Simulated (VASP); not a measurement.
# Ca (P6_3/mmc) in VASP: further runs

Runs on Ca. Level: PBEsol. Tasks: single point.

Program: VASP 6.6.1. These are calculated values, not measurements. Logs are shortened: lines on timing, memory, paths and dates and some standing lists are left out, and cuts for length are marked.

## Step 1: The cell of the first run

The structure is hexagonal, space group P6_3/mmc (No. 194). Conventional cell: a = 3.980 Å, b = 3.980 Å, c = 6.520 Å, α = 90.00°, β = 90.00°, γ = 120.00°. Within 5.2 Å of Ca (site symmetry -6m2) lie 12 Ca at 3.98 to 3.99 Å.

This isn't the form of Ca at room conditions, which is fcc.

## Step 2: Single point, PBEsol

INCAR reads:

```
PREC = Accurate
ENCUT = 520
EDIFF = 1E-6
ISMEAR = 1
SIGMA = 0.1
LREAL = F
LASPH = T
NELM = 80
ALGO = Normal
ISIF = 2
LWAVE = F
LCHARG = F
GGA = PS
NBANDS = 17
```

KPOINTS reads:

```
Automatic mesh
0
Gamma
  8 8 5
```

POSCAR reads:

```
Ca
1.0
    3.9800000000      0.0000000000      0.0000000000
   -1.9900000000      3.4467810000      0.0000000000
    0.0000000000      0.0000000000      6.5200000000
Ca
2
Direct
    0.3333333333      0.6666666667      0.2500000000
    0.6666666667      0.3333333333      0.7500000000
```

Potentials or basis: VASP PAW PBE potentials, release 64 (Ca_sv).

Launch:

```sh
$ cat potpaw_PBE.64/Ca_sv/POTCAR > POTCAR
$ mpirun -np 1 vasp_std > vasp.out
```

OUTCAR:

```text
PREC = Accurate
   ENCUT = 520
   EDIFF = 1E-6
   ISMEAR = 1
   LREAL = F
   LASPH = T
   NELM = 80
   ISIF = 2
   GGA = PS

 ion  position               nearest neighbor table
   1  0.333  0.667  0.250-
   2  0.667  0.333  0.750-

  LATTYP: Found a hexagonal cell.
 ALAT       =     3.9800000000
 C/A-ratio  =     1.6381909548

  Lattice vectors:

 A1 = (   3.9800000000,   0.0000000000,   0.0000000000)
 A2 = (  -1.9900000000,   3.4467810000,   0.0000000000)
 A3 = (   0.0000000000,   0.0000000000,   6.5200000000)

Analysis of symmetry for initial positions (statically):
=====================================================================
 Subroutine PRICEL returns:
 Original cell was already a primitive cell.

 Routine SETGRP: Setting up the symmetry group for a
 hexagonal supercell.

 Subroutine GETGRP returns: Found 24 space group operations
 (whereof 12 operations were pure point group operations)
 out of a pool of 24 trial point group operations.

The static configuration has the point symmetry D_3d.
 The point group associated with its full space group is D_6h.

Analysis of symmetry for dynamics (positions and initial velocities):
=====================================================================
 Subroutine PRICEL returns:
 Original cell was already a primitive cell.

 Routine SETGRP: Setting up the symmetry group for a
 hexagonal supercell.

 Subroutine GETGRP returns: Found 24 space group operations
 (whereof 12 operations were pure point group operations)
 out of a pool of 24 trial point group operations.

The dynamic configuration has the point symmetry D_3d.
 The point group associated with its full space group is D_6h.

 Subroutine INISYM returns: Found 24 space group operations
 (whereof 12 operations are pure point group operations),
 and found     1 'primitive' translations

----------------------------------------------------------------------------------------

                                     Primitive cell

  volume of cell :      89.4426

  direct lattice vectors                    reciprocal lattice vectors
     3.980000000  0.000000000  0.000000000     0.251256281  0.145062886  0.000000000
    -1.990000000  3.446781000  0.000000000     0.000000000  0.290125772  0.000000000
     0.000000000  0.000000000  6.520000000     0.000000000  0.000000000  0.153374233

  length of vectors
     3.980000000  3.979999907  6.520000000     0.290125766  0.290125772  0.153374233

  position of ions in fractional coordinates (direct lattice)
     0.333333333  0.666666667  0.250000000
     0.666666667  0.333333333  0.750000000

  ion indices of the primitive-cell ions
   primitive index   ion index
                 1           1
                 2           2

----------------------------------------------------------------------------------------

 KPOINTS: Automatic mesh

Automatic generation of k-mesh.
 Grid dimensions read from file:
 generate k-points for:    8    8    5

 Generating k-lattice:

  Cartesian coordinates                     Fractional coordinates (reciprocal lattice)
     0.031407035  0.018132861  0.000000000     0.125000000  0.000000000  0.000000000
     0.000000000  0.036265722  0.000000000     0.000000000  0.125000000  0.000000000
     0.000000000  0.000000000  0.030674847     0.000000000  0.000000000  0.200000000

  Length of vectors
     0.036265721  0.036265722  0.030674847

  Shift w.r.t. Gamma in fractional coordinates (k-lattice)
     0.000000000  0.000000000  0.000000000

 Subroutine IBZKPT returns following result:
 ===========================================

 Found     30 irreducible k-points:

 Following reciprocal coordinates:
            Coordinates               Weight
  0.000000  0.000000  0.000000      1.000000
  0.125000  0.000000  0.000000      6.000000
  0.250000  0.000000  0.000000      6.000000
  0.375000  0.000000  0.000000      6.000000
  0.500000  0.000000  0.000000      3.000000
  0.125000  0.125000  0.000000      6.000000
[... 16 lines left out ...]
  0.250000  0.000000  0.400000     12.000000
  0.375000  0.000000  0.400000     12.000000
 [... further k-points ...]
   k-points           NKPTS =     30   k-points in BZ     NKDIM =     30   number of bands    NBANDS=     17
   number of dos      NEDOS =    301   number of ions     NIONS =      2
   total plane-waves  NPLWV =  43200
   dimension x,y,z NGX =    30 NGY =   30 NGZ =   48
   dimension x,y,z NGXF=    60 NGYF=   60 NGZF=   96
   ions per type =               2
   NGX,Y,Z   is equivalent  to a cutoff of  12.53, 12.53, 12.24 a.u.
   NGXF,Y,Z  is equivalent  to a cutoff of  25.06, 25.06, 24.48 a.u.
 SYSTEM =  unknown system
   PREC   = accura    normal or accurate (medium, high low for compatibility)
   ISTART =      0    job   : 0-new  1-cont  2-samecut
   ICHARG =      2    charge: 1-file 2-atom 10-const
   ISPIN  =      1    spin polarized calculation?
   LNONCOLLINEAR =      F non collinear calculations
   LSORBIT =      F    spin-orbit coupling
   LASPH  =      T    aspherical Exc in radial PAW
   ENCUT  =  520.0 eV  38.22 Ry    6.18 a.u.   7.40  7.40 12.12*2*pi/ulx,y,z
   NELM   =     80;   NELMIN=  2; NELMDL= -5     # of ELM steps
   EDIFF  = 0.1E-05   stopping-criterion for ELM
   LREAL  =      F    real-space projection
   EDIFFG = 0.1E-04   stopping-criterion for IOM
   NSW    =      0    number of steps for IOM
   IBRION =     -1    ionic relax: 0-MD 1-quasi-New 2-CG
   NFREE  =      0    steps in history (QN), initial steepest desc. (CG)
   ISIF   =      2    stress and relaxation
   ISYM   =      2    0-nonsym 1-usesym 2-fastsym
   POTIM  = 0.5000    time-step for ionic-motion
   TEBEG  =    0.0;   TEEND  =   0.0 temperature during run
   PSTRESS=    0.0 pullay stress
   NELECT =      20.0000    total number of electrons
   NUPDOWN=      -1.0000    fix difference up-down
   EMIN   =  10.00;   EMAX   =-10.00  energy-range for DOS
   EFERMI =   0.00;   METHOD = LEGACY
   ISMEAR =     1;   SIGMA  =   0.10  broadening in eV -4-tet -1-fermi 0-gaus
   EFERMI_NEDOS =   21; number of points for ismear=-14 and -15
   IALGO  =     38    algorithm
   IMIX   =      4    mixing-type and parameters
     AMIX     =   0.40;   BMIX     =  1.00
     AMIX_MAG =   1.60;   BMIX_MAG =  1.00
  volume/ion in A,a.u.               =      44.72       301.79
  Fermi-wavevector in a.u.,A,eV,Ry     =   0.993657  1.877740 13.433783  0.987355
  Thomas-Fermi vector in A             =   2.125555
   LORBIT       =      0    0 simple, 1 ext, 2 COOP (PROOUT), +10 PAW based schemes
   GGA     = PS    functional components
   LHFCALC =     F    Hartree Fock is set to
   AEXX    =    0.0000 exact exchange contribution
   IVDW    =     0    specifies the selected vdW correction
   LEPSILON=     F    determine dielectric tensor
   LRPA    =     F    only Hartree local field effects (RPA)
 non-spin polarized calculation
 Methfessel and Paxton  Order N= 1 SIGMA  =   0.10
  energy-cutoff  :      520.00
  volume of cell :       89.44
 maximum number of plane-waves:      2442
 NGX is ok and might be reduce to    30
   NGX = 15   NGY = 15   NGZ = 25

 number of electron      20.0000006 magnetization

 Free energy of the ion-electron system (eV)
  ---------------------------------------------------
  ext. energy  EPLUGINS =         0.00000000
  ---------------------------------------------------
  free energy    TOTEN  =        -4.23229911 eV

  energy without entropy =       -4.23378712  energy(sigma->0) =       -4.23279511

 E-fermi :   1.7455     XC(G=0):  -7.6286

 val. band max:        1.6988347121   @ k =   0.2500   0.2500   0.2000
 cond. band min:       1.7496855063   @ k =   0.2500   0.1250   0.0000
 fundamental gap:      0.0508507942
 Fermi energy:         1.7454882269

 k-point     1 :       0.0000    0.0000    0.0000
  band No.  band energies     occupation
      1     -40.3073      2.00000
      2     -40.2970      2.00000
      3     -21.4104      2.00000
      4     -21.3240      2.00000
      5     -21.3240      2.00000
      6     -21.3084      2.00000
[... 9 lines left out ...]
     16       4.1920      0.00000
     17       4.5684      0.00000

 k-point     2 :       0.1250    0.0000    0.0000
  band No.  band energies     occupation
      1     -40.3059      2.00000
      2     -40.2963      2.00000
      3     -21.4049      2.00000
      4     -21.3367      2.00000
      5     -21.3280      2.00000
      6     -21.3215      2.00000
[... 9 lines left out ...]
     16       4.3252      0.00000
     17       4.3618      0.00000

 k-point     3 :       0.2500    0.0000    0.0000
  band No.  band energies     occupation
      1     -40.3024      2.00000
      2     -40.2947      2.00000
      3     -21.3901      2.00000
      4     -21.3675      2.00000
      5     -21.3524      2.00000
      6     -21.3374      2.00000
[... 9 lines left out ...]
     16       4.4987      0.00000
     17       4.5316      0.00000

 k-point     4 :       0.3750    0.0000    0.0000
  band No.  band energies     occupation
      1     -40.2986      2.00000
      2     -40.2936      2.00000
      3     -21.3986      2.00000
      4     -21.3824      2.00000
      5     -21.3717      2.00000
      6     -21.3464      2.00000
[... 9 lines left out ...]
     16       5.0003      0.00000
     17       5.2213      0.00000
[... 343 lines left out ...]
      1     -40.3026      2.00000
      2     -40.2996      2.00000
      3     -21.3723      2.00000
      4     -21.3443      2.00000
      5     -21.3282      2.00000
      6     -21.3220      2.00000
[... 9 lines left out ...]
     16       4.0779      0.00000
     17       4.9903      0.00000

 k-point    23 :       0.2500    0.0000    0.4000
  band No.  band energies     occupation
      1     -40.2998      2.00000
      2     -40.2974      2.00000
      3     -21.3825      2.00000
      4     -21.3704      2.00000
      5     -21.3410      2.00000
      6     -21.3301      2.00000
[... 9 lines left out ...]
     16       4.3785      0.00000
     17       5.0024      0.00000

 k-point    24 :       0.3750    0.0000    0.4000
  band No.  band energies     occupation
      1     -40.2969      2.00000
      2     -40.2953      2.00000
      3     -21.4062      2.00000
      4     -21.3995      2.00000
      5     -21.3395      2.00000
      6     -21.3381      2.00000
[... 9 lines left out ...]
     16       4.6456      0.00000
     17       5.1933      0.00000

 [... further k-points ...]

------------------------ aborting loop because EDIFF is reached ----------------------------------------

  FORCE on cell =-STRESS in cart. coord.  units (eV):
  Direction    XX          YY          ZZ          XY          YZ          ZX
  --------------------------------------------------------------------------------------
  -------------------------------------------------------------------------------------
  Total       -0.8391441     -0.8391440     -0.7079796     -0.0000000     -0.0000000      0.0000000
  in kB      -15.0315150    -15.0315140    -12.6819772     -0.0000000     -0.0000000      0.0000000
  external PRESSURE =     -14.2483354 kB  Pullay stress =       0.0000000 kB

 VOLUME and BASIS-vectors are now :
 -----------------------------------------------------------------------------
  energy-cutoff  :      520.00
  volume of cell :       89.44
      direct lattice vectors                 reciprocal lattice vectors
     3.980000000  0.000000000  0.000000000     0.251256281  0.145062886  0.000000000
    -1.990000000  3.446781000  0.000000000     0.000000000  0.290125772  0.000000000
     0.000000000  0.000000000  6.520000000     0.000000000  0.000000000  0.153374233

 POSITION                                       TOTAL-FORCE (eV/Angst)
 -----------------------------------------------------------------------------------
     -0.00000      2.29785      1.63000        -0.000000      0.000000     -0.000000
      1.99000      1.14893      4.89000         0.000000     -0.000000      0.000000
 -----------------------------------------------------------------------------------
    total drift:                               -0.000000      0.000000      0.000000

  FREE ENERGIE OF THE ION-ELECTRON SYSTEM (eV)
  ---------------------------------------------------
  free  energy   TOTEN  =        -4.2322991126 eV

  energy  without entropy=       -4.2337871155  energy(sigma->0) =       -4.23279511
```

Wall time 37 s (1 thread of Intel Xeon Platinum 8488C (Sapphire Rapids), shared host); peak memory 0.2 GiB.

Results:

| Item | Value |
| --- | --- |
| Free energy | -4.2323 eV |
| Pressure | -1.4 GPa |
| Band gap on the k mesh | zero (bands 10 and 11 overlap by 0.51 eV) |

Stress tensor (GPa, compression positive):
```
-1.50  0.00  0.00
 0.00 -1.50  0.00
 0.00  0.00 -1.27
```

Caveat: the PAW data sets were made with another functional, which shifts forces and pressure a little.

## Step 3: Single point, PBEsol

This run uses another cell than the first one, of 46.51 Å³/atom.

INCAR reads:

```
  PREC = Accurate
  ENCUT = 520
  EDIFF = 1E-6
  ISMEAR = 1
  SIGMA = 0.1
  LREAL = F
  LASPH = T
  NELM = 100
  ALGO = Normal
  ISIF = 2
  LWAVE = F
  LCHARG = F
  GGA = PS
  NBANDS = 17
```

KPOINTS is that of step 2.

POSCAR reads:

```
Ca
1.0
    4.0323744272      0.0000000000      0.0000000000
   -2.0161872136      3.4921385831      0.0000000000
    0.0000000000      0.0000000000      6.6057993129
Ca
2
Direct
    0.3333333333      0.6666666667      0.2500000000
    0.6666666667      0.3333333333      0.7500000000
```

Potentials or basis: VASP PAW PBE potentials, release 64 (Ca_sv).

Launch:

```sh
$ cat potpaw_PBE.64/Ca_sv/POTCAR > POTCAR
$ mpirun -np 1 vasp_std > vasp.out
```

OUTCAR:

```text
PREC = Accurate
   ENCUT = 520
   EDIFF = 1E-6
   ISMEAR = 1
   LREAL = F
   LASPH = T
   NELM = 100
   ISIF = 2
   GGA = PS

 ion  position               nearest neighbor table
   1  0.333  0.667  0.250-
   2  0.667  0.333  0.750-

  LATTYP: Found a hexagonal cell.
 ALAT       =     4.0323744272
 C/A-ratio  =     1.6381909548

  Lattice vectors:

 A1 = (   4.0323744272,   0.0000000000,   0.0000000000)
 A2 = (  -2.0161872136,   3.4921385831,   0.0000000000)
 A3 = (   0.0000000000,   0.0000000000,   6.6057993129)

Analysis of symmetry for initial positions (statically):
=====================================================================
 Subroutine PRICEL returns:
 Original cell was already a primitive cell.

 Routine SETGRP: Setting up the symmetry group for a
 hexagonal supercell.

 Subroutine GETGRP returns: Found 24 space group operations
 (whereof 12 operations were pure point group operations)
 out of a pool of 24 trial point group operations.

The static configuration has the point symmetry D_3d.
 The point group associated with its full space group is D_6h.

Analysis of symmetry for dynamics (positions and initial velocities):
=====================================================================
 Subroutine PRICEL returns:
 Original cell was already a primitive cell.

 Routine SETGRP: Setting up the symmetry group for a
 hexagonal supercell.

 Subroutine GETGRP returns: Found 24 space group operations
 (whereof 12 operations were pure point group operations)
 out of a pool of 24 trial point group operations.

The dynamic configuration has the point symmetry D_3d.
 The point group associated with its full space group is D_6h.

 Subroutine INISYM returns: Found 24 space group operations
 (whereof 12 operations are pure point group operations),
 and found     1 'primitive' translations

[... 110 lines left out ...]
   EFERMI_NEDOS =   21; number of points for ismear=-14 and -15
   IALGO  =     38    algorithm
   IMIX   =      4    mixing-type and parameters
     AMIX     =   0.40;   BMIX     =  1.00
     AMIX_MAG =   1.60;   BMIX_MAG =  1.00
  volume/ion in A,a.u.               =      46.51       313.87
  Fermi-wavevector in a.u.,A,eV,Ry     =   0.980751  1.853351 13.087080  0.961873
  Thomas-Fermi vector in A             =   2.111706
   LORBIT       =      0    0 simple, 1 ext, 2 COOP (PROOUT), +10 PAW based schemes
   GGA     = PS    functional components
   LHFCALC =     F    Hartree Fock is set to
   AEXX    =    0.0000 exact exchange contribution
   IVDW    =     0    specifies the selected vdW correction
   LEPSILON=     F    determine dielectric tensor
   LRPA    =     F    only Hartree local field effects (RPA)
 non-spin polarized calculation
 Methfessel and Paxton  Order N= 1 SIGMA  =   0.10
  energy-cutoff  :      520.00
  volume of cell :       93.02
 maximum number of plane-waves:      2539
 NGX is ok and might be reduce to    30
   NGX = 15   NGY = 15   NGZ = 25

 number of electron      20.0000002 magnetization

 Free energy of the ion-electron system (eV)
  ---------------------------------------------------
  ext. energy  EPLUGINS =         0.00000000
  ---------------------------------------------------
  free energy    TOTEN  =        -4.19559801 eV

  energy without entropy =       -4.19693158  energy(sigma->0) =       -4.19604253

 E-fermi :   1.6016     XC(G=0):  -7.5084

 val. band max:        1.5994887500   @ k =   0.5000   0.0000   0.4000
 cond. band min:       1.6123739816   @ k =   0.2500   0.1250   0.0000
 fundamental gap:      0.0128852316
 Fermi energy:         1.6016105709

 k-point     1 :       0.0000    0.0000    0.0000
  band No.  band energies     occupation
      1     -40.5451      2.00000
      2     -40.5365      2.00000
      3     -21.6361      2.00000
      4     -21.5622      2.00000
      5     -21.5622      2.00000
      6     -21.5486      2.00000
[... 457 lines left out ...]
      4     -21.6269      2.00000
      5     -21.5753      2.00000
      6     -21.5743      2.00000
[... 9 lines left out ...]
     16       4.4142      0.00000
     17       4.9326      0.00000

 [... further k-points ...]

------------------------ aborting loop because EDIFF is reached ----------------------------------------

  FORCE on cell =-STRESS in cart. coord.  units (eV):
  Direction    XX          YY          ZZ          XY          YZ          ZX
  --------------------------------------------------------------------------------------
  -------------------------------------------------------------------------------------
  Total       -1.1335402     -1.1335402     -1.0533043     -0.0000000     -0.0000000      0.0000000
  in kB      -19.5240461    -19.5240449    -18.1420653     -0.0000000     -0.0000000      0.0000000
  external PRESSURE =     -19.0633854 kB  Pullay stress =       0.0000000 kB

 VOLUME and BASIS-vectors are now :
 -----------------------------------------------------------------------------
  energy-cutoff  :      520.00
  volume of cell :       93.02
      direct lattice vectors                 reciprocal lattice vectors
     4.032374427  0.000000000  0.000000000     0.247992843  0.143178739  0.000000000
    -2.016187214  3.492138583  0.000000000     0.000000000  0.286357479  0.000000000
     0.000000000  0.000000000  6.605799313     0.000000000  0.000000000  0.151382134

 POSITION                                       TOTAL-FORCE (eV/Angst)
 -----------------------------------------------------------------------------------
     -0.00000      2.32809      1.65145        -0.000000      0.000000      0.000000
      2.01619      1.16405      4.95435         0.000000     -0.000000      0.000000
 -----------------------------------------------------------------------------------
    total drift:                               -0.000000      0.000000     -0.000000

  FREE ENERGIE OF THE ION-ELECTRON SYSTEM (eV)
  ---------------------------------------------------
  free  energy   TOTEN  =        -4.1955980092 eV

  energy  without entropy=       -4.1969315846  energy(sigma->0) =       -4.19604253
```

Run time: 37 s. Hardware: 1 thread of Intel Xeon Platinum 8488C (Sapphire Rapids), shared host; peak memory 0.21 GiB.

What came out:

```yaml
Free_energy: -4.1956 eV
Pressure: -1.9 GPa
Band_gap_on_the_k_mesh: zero (bands 10 and 11 overlap by 0.53 eV)
```

Caveat: the PAW data sets were made with another functional, which shifts forces and pressure a little.

(Part 1 of 2 ends here.)

The gap in the log of VASP goes by the Fermi energy; the results here count the filled bands.